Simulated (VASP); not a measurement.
# InSb3 (P4/mmm) in VASP: notebook

The runs below take InSb3 through single point, with PBEsol.

Program: VASP 6.6.1. These are calculated values, not measurements. Logs are shortened: lines on timing, memory, paths and dates and some standing lists are left out, and cuts for length are marked.

## Step 1: The cell of the first run

Symmetry: P4/mmm, No. 123, tetragonal system. Conventional cell: a = 4.693 Å, b = 4.693 Å, c = 4.416 Å, α = 90.00°, β = 90.00°, γ = 90.00°. In (site symmetry 4/mmm) has 12 Sb at 3.22 to 3.32 Å within 4.2 Å. Sb (site symmetry mmm) has 4 In at 3.22 Å and 8 Sb at 3.22 to 3.32 Å within 4.2 Å. Within 4.2 Å of Sb (site symmetry 4/mmm) lie 8 Sb at 3.22 Å and 4 In at 3.32 Å.

## Step 2: Single point, PBEsol (24.32 Å³/atom)

Contents of INCAR:

```
SYSTEM = InSb3
PREC = Accurate
ENCUT = 520
EDIFF = 1E-6
ISMEAR = 0
SIGMA = 0.15
LREAL = .False.
LASPH = .True.
NELM = 100
ALGO = Normal
ISIF = 2
LWAVE = .False.
LCHARG = .True.
GGA = PS
LELF = .True.
LVHAR = .True.
NBANDS = 22
```

Contents of KPOINTS:

```
regular mesh
0
Gamma
  10 10 10
  0 0 0
```

Contents of POSCAR:

```
InSb3
1.0
    4.6928728147      0.0000000000      0.0000000000
    0.0000000000      4.6928728147      0.0000000000
    0.0000000000      0.0000000000      4.4164626059
In Sb
1 3
Direct
    0.0000000000      0.0000000000      0.0000000000
    0.5000000000      0.0000000000      0.5000000000
    0.0000000000      0.5000000000      0.5000000000
    0.5000000000      0.5000000000      0.0000000000
```

Potentials or basis: VASP PAW PBE potentials, release 64 (In_d, Sb).

The run is started by

```bash
$ cat potpaw_PBE.64/In_d/POTCAR potpaw_PBE.64/Sb/POTCAR > POTCAR
$ mpirun -np 1 vasp_std > vasp.out
```

OUTCAR:

```text
SYSTEM = InSb3
   PREC = Accurate
   ENCUT = 520
   EDIFF = 1E-6
   ISMEAR = 0
   LREAL = .False.
   LASPH = .True.
   NELM = 100
   ISIF = 2
   GGA = PS

 ion  position               nearest neighbor table
   1  0.000  0.000  0.000-   2 3.22   3 3.22   2 3.22   3 3.22   3 3.22   3 3.22   2 3.22   2 3.22
                             4 3.32   4 3.32   4 3.32   4 3.32
   2  0.500  0.000  0.500-   1 3.22   4 3.22   1 3.22   4 3.22   4 3.22   4 3.22   1 3.22   1 3.22
                             3 3.32   3 3.32   3 3.32   3 3.32
   3  0.000  0.500  0.500-   1 3.22   4 3.22   1 3.22   4 3.22   1 3.22   1 3.22   4 3.22   4 3.22
                             2 3.32   2 3.32   2 3.32   2 3.32
   4  0.500  0.500  0.000-   2 3.22   3 3.22   2 3.22   3 3.22   2 3.22   2 3.22   3 3.22   3 3.22
                             1 3.32   1 3.32   1 3.32   1 3.32

  LATTYP: Found a simple tetragonal cell.
 ALAT       =     4.6928728147
 C/A-ratio  =     0.9411000000

  Lattice vectors:

 A1 = (   4.6928728147,   0.0000000000,   0.0000000000)
 A2 = (   0.0000000000,   4.6928728147,   0.0000000000)
 A3 = (   0.0000000000,   0.0000000000,   4.4164626059)

Analysis of symmetry for initial positions (statically):
=====================================================================
 Subroutine PRICEL returns:
 Original cell was already a primitive cell.

 Routine SETGRP: Setting up the symmetry group for a
 simple tetragonal supercell.

 Subroutine GETGRP returns: Found 16 space group operations
 (whereof 16 operations were pure point group operations)
 out of a pool of 16 trial point group operations.

The static configuration has the point symmetry D_4h.

Analysis of symmetry for dynamics (positions and initial velocities):
=====================================================================
 Subroutine PRICEL returns:
 Original cell was already a primitive cell.

 Routine SETGRP: Setting up the symmetry group for a
 simple tetragonal supercell.

 Subroutine GETGRP returns: Found 16 space group operations
 (whereof 16 operations were pure point group operations)
 out of a pool of 16 trial point group operations.

The dynamic configuration has the point symmetry D_4h.

 Subroutine INISYM returns: Found 16 space group operations
 (whereof 16 operations are pure point group operations),
 and found     1 'primitive' translations

----------------------------------------------------------------------------------------

                                     Primitive cell

  volume of cell :      97.2640

  direct lattice vectors                    reciprocal lattice vectors
     4.692872815  0.000000000  0.000000000     0.213089091  0.000000000  0.000000000
     0.000000000  4.692872815  0.000000000     0.000000000  0.213089091  0.000000000
     0.000000000  0.000000000  4.416462606     0.000000000  0.000000000  0.226425556

  length of vectors
     4.692872815  4.692872815  4.416462606     0.213089091  0.213089091  0.226425556

  position of ions in fractional coordinates (direct lattice)
     0.000000000  0.000000000  0.000000000
     0.500000000  0.000000000  0.500000000
     0.000000000  0.500000000  0.500000000
     0.500000000  0.500000000  0.000000000

  ion indices of the primitive-cell ions
   primitive index   ion index
                 1           1
                 2           2
                 3           3
                 4           4

----------------------------------------------------------------------------------------

 KPOINTS: regular mesh

Automatic generation of k-mesh.
 Grid dimensions read from file:
 generate k-points for:   10   10   10

 Generating k-lattice:

  Cartesian coordinates                     Fractional coordinates (reciprocal lattice)
     0.021308909  0.000000000  0.000000000     0.100000000  0.000000000  0.000000000
     0.000000000  0.021308909  0.000000000     0.000000000  0.100000000  0.000000000
     0.000000000  0.000000000  0.022642556     0.000000000  0.000000000  0.100000000

  Length of vectors
     0.021308909  0.021308909  0.022642556

  Shift w.r.t. Gamma in fractional coordinates (k-lattice)
     0.000000000  0.000000000  0.000000000

 Subroutine IBZKPT returns following result:
 ===========================================

 Found    126 irreducible k-points:

 Following reciprocal coordinates:
            Coordinates               Weight
  0.000000  0.000000  0.000000      1.000000
  0.100000  0.000000  0.000000      4.000000
  0.200000  0.000000  0.000000      4.000000
  0.300000  0.000000  0.000000      4.000000
  0.400000  0.000000  0.000000      4.000000
  0.500000  0.000000  0.000000      2.000000
[... 16 lines left out ...]
  0.100000  0.000000  0.100000      8.000000
  0.200000  0.000000  0.100000      8.000000
 [... further k-points ...]
   k-points           NKPTS =    126   k-points in BZ     NKDIM =    126   number of bands    NBANDS=     22
   number of dos      NEDOS =    301   number of ions     NIONS =      4
   total plane-waves  NPLWV =  46656
   dimension x,y,z NGX =    36 NGY =   36 NGZ =   36
   dimension x,y,z NGXF=    72 NGYF=   72 NGZF=   72
   ions per type =               1   3
   NGX,Y,Z   is equivalent  to a cutoff of  12.75, 12.75, 13.55 a.u.
   NGXF,Y,Z  is equivalent  to a cutoff of  25.51, 25.51, 27.10 a.u.
 SYSTEM =  InSb3
   PREC   = accura    normal or accurate (medium, high low for compatibility)
   ISTART =      0    job   : 0-new  1-cont  2-samecut
   ICHARG =      2    charge: 1-file 2-atom 10-const
   ISPIN  =      1    spin polarized calculation?
   LNONCOLLINEAR =      F non collinear calculations
   LSORBIT =      F    spin-orbit coupling
   LASPH  =      T    aspherical Exc in radial PAW
   ENCUT  =  520.0 eV  38.22 Ry    6.18 a.u.   8.73  8.73  8.21*2*pi/ulx,y,z
   NELM   =    100;   NELMIN=  2; NELMDL= -5     # of ELM steps
   EDIFF  = 0.1E-05   stopping-criterion for ELM
   LREAL  =      F    real-space projection
   EDIFFG = 0.1E-04   stopping-criterion for IOM
   NSW    =      0    number of steps for IOM
   IBRION =     -1    ionic relax: 0-MD 1-quasi-New 2-CG
   NFREE  =      0    steps in history (QN), initial steepest desc. (CG)
   ISIF   =      2    stress and relaxation
   ISYM   =      2    0-nonsym 1-usesym 2-fastsym
   POTIM  = 0.5000    time-step for ionic-motion
   TEBEG  =    0.0;   TEEND  =   0.0 temperature during run
   PSTRESS=    0.0 pullay stress
   NELECT =      28.0000    total number of electrons
   NUPDOWN=      -1.0000    fix difference up-down
   EMIN   =  10.00;   EMAX   =-10.00  energy-range for DOS
   EFERMI =   0.00;   METHOD = LEGACY
   ISMEAR =     0;   SIGMA  =   0.15  broadening in eV -4-tet -1-fermi 0-gaus
   EFERMI_NEDOS =   21; number of points for ismear=-14 and -15
   IALGO  =     38    algorithm
   IMIX   =      4    mixing-type and parameters
     AMIX     =   0.40;   BMIX     =  1.00
     AMIX_MAG =   1.60;   BMIX_MAG =  1.00
  volume/ion in A,a.u.               =      24.32       164.09
  Fermi-wavevector in a.u.,A,eV,Ry     =   1.080961  2.042721 15.898098  1.168477
  Thomas-Fermi vector in A             =   2.216966
   LORBIT       =      0    0 simple, 1 ext, 2 COOP (PROOUT), +10 PAW based schemes
   GGA     = PS    functional components
   LHFCALC =     F    Hartree Fock is set to
   AEXX    =    0.0000 exact exchange contribution
   IVDW    =     0    specifies the selected vdW correction
   LEPSILON=     F    determine dielectric tensor
   LRPA    =     F    only Hartree local field effects (RPA)
 non-spin polarized calculation
 Gauss-broadening in eV      SIGMA  =   0.15
  energy-cutoff  :      520.00
  volume of cell :       97.26
 maximum number of plane-waves:      2656
 NGX is ok and might be reduce to    36
   NGX = 17   NGY = 17   NGZ = 17

 number of electron      28.0000001 magnetization

 Free energy of the ion-electron system (eV)
  ---------------------------------------------------
  ext. energy  EPLUGINS =         0.00000000
  ---------------------------------------------------
  free energy    TOTEN  =       -15.92378868 eV

  energy without entropy =      -15.90401665  energy(sigma->0) =      -15.91390266

 E-fermi :   9.3995     XC(G=0): -10.7715

 val. band max:        9.3993470740   @ k =   0.5000   0.3000   0.2000
 cond. band min:       9.4087695383   @ k =   0.2000   0.0000   0.3000
 fundamental gap:      0.0094224644
 Fermi energy:         9.3994707283

 k-point     1 :       0.0000    0.0000    0.0000
  band No.  band energies     occupation
      1      -5.1807      2.00000
      2      -5.1649      2.00000
      3      -5.1404      2.00000
      4      -5.1404      2.00000
      5      -5.1393      2.00000
      6      -3.7960      2.00000
[... 14 lines left out ...]
     21      14.6025      0.00000
     22      14.8847      0.00000

 k-point     2 :       0.1000    0.0000    0.0000
  band No.  band energies     occupation
      1      -5.1786      2.00000
      2      -5.1638      2.00000
      3      -5.1423      2.00000
      4      -5.1411      2.00000
      5      -5.1404      2.00000
      6      -3.7293      2.00000
[... 14 lines left out ...]
     21      14.7826      0.00000
     22      14.9301      0.00000

 k-point     3 :       0.2000    0.0000    0.0000
  band No.  band energies     occupation
      1      -5.1736      2.00000
      2      -5.1610      2.00000
      3      -5.1474      2.00000
      4      -5.1456      2.00000
      5      -5.1403      2.00000
      6      -3.5303      2.00000
[... 14 lines left out ...]
     21      15.3459      0.00000
     22      15.6936      0.00000
[... 476 lines left out ...]
 k-point    23 :       0.1000    0.0000    0.1000
  band No.  band energies     occupation
      1      -5.1773      2.00000
      2      -5.1604      2.00000
      3      -5.1455      2.00000
      4      -5.1432      2.00000
      5      -5.1409      2.00000
      6      -3.6527      2.00000
[... 14 lines left out ...]
     21      14.9127      0.00000
     22      15.4182      0.00000

 k-point    24 :       0.2000    0.0000    0.1000
  band No.  band energies     occupation
      1      -5.1724      2.00000
      2      -5.1573      2.00000
      3      -5.1515      2.00000
      4      -5.1455      2.00000
      5      -5.1429      2.00000
      6      -3.4530      2.00000
[... 14 lines left out ...]
     21      15.3410      0.00000
     22      15.4396      0.00000

 [... further k-points ...]

------------------------ aborting loop because EDIFF is reached ----------------------------------------

  FORCE on cell =-STRESS in cart. coord.  units (eV):
  Direction    XX          YY          ZZ          XY          YZ          ZX
  --------------------------------------------------------------------------------------
  -------------------------------------------------------------------------------------
  Total        3.7222581      3.7222581      3.6020687      0.0000000     -0.0000000      0.0000000
  in kB       61.3147474     61.3147474     59.3349327      0.0000000     -0.0000000      0.0000000
  external PRESSURE =      60.6548091 kB  Pullay stress =       0.0000000 kB

 VOLUME and BASIS-vectors are now :
 -----------------------------------------------------------------------------
  energy-cutoff  :      520.00
  volume of cell :       97.26
      direct lattice vectors                 reciprocal lattice vectors
     4.692872815  0.000000000  0.000000000     0.213089091  0.000000000  0.000000000
     0.000000000  4.692872815  0.000000000     0.000000000  0.213089091  0.000000000
     0.000000000  0.000000000  4.416462606     0.000000000  0.000000000  0.226425556

 POSITION                                       TOTAL-FORCE (eV/Angst)
 -----------------------------------------------------------------------------------
      0.00000      0.00000      0.00000         0.000000      0.000000      0.000000
      2.34644      0.00000      2.20823         0.000000      0.000000      0.000000
      0.00000      2.34644      2.20823         0.000000      0.000000      0.000000
      2.34644      2.34644      0.00000         0.000000      0.000000      0.000000
 -----------------------------------------------------------------------------------
    total drift:                                0.000000     -0.000000     -0.000000

  FREE ENERGIE OF THE ION-ELECTRON SYSTEM (eV)
  ---------------------------------------------------
  free  energy   TOTEN  =       -15.9237886760 eV

  energy  without entropy=      -15.9040166490  energy(sigma->0) =      -15.91390266
```

Run time: 3.1 min. Hardware: 1 thread of Intel Xeon 8259CL, shared host; peak memory 0.39 GiB.

Results:

| Item | Value |
| --- | --- |
| Free energy | -15.9238 eV |
| Pressure | 6.1 GPa |
| Band gap on the k mesh | zero (bands 14 and 15 overlap by 4.97 eV) |

Caveat: the cell stands under pressure; the PAW data sets were made with another functional, which shifts forces and pressure a little; spin-orbit coupling is left out, which moves the levels of the heavy elements.

(Continued in part 2 of 2.)
